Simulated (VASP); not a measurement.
Crystal: PbS.

```
Pb S
1.0
     3.72532    0.00000    0.00000
     0.00000    3.72532    0.00000
     0.00000    0.00000    3.72532
Pb S
1 1
Direct
  0.00000 0.00000 0.00000
  0.50000 0.50000 0.50000
```

Base run:

| Item | Value |
| --- | --- |
| Program | VASP 6.6.1 |
| Functional | r2SCAN |
| Potentials or basis | VASP PAW PBE potentials, release 64 (Pb_d, S) |
| Cutoff | 550 eV |
| k mesh | 7 × 7 × 7 |
| Occupations | fermi-dirac, width 0.05 eV |
| Spin | no spin polarisation |

Its results: band gap on the k mesh 0.47 eV, indirect (least direct gap 1.57 eV); pressure -3.8 GPa.

Question: The run is repeated on the same cell with these changes: functional from r2SCAN to PBEsol; cutoff from 550 eV to 520 eV. What comes out?

Answer: Band gap on the k mesh 0.17 eV, indirect (least direct gap 1.19 eV); pressure -5.9 GPa.

r2SCAN gives the wider gap, since meta-GGAs in the generalised Kohn-Sham scheme recover part of the derivative discontinuity.

Caveats: the PAW data sets were made with another functional, which shifts forces and pressure a little; spin-orbit coupling is left out, which moves the levels of the heavy elements.

A k mesh can miss the band edges.
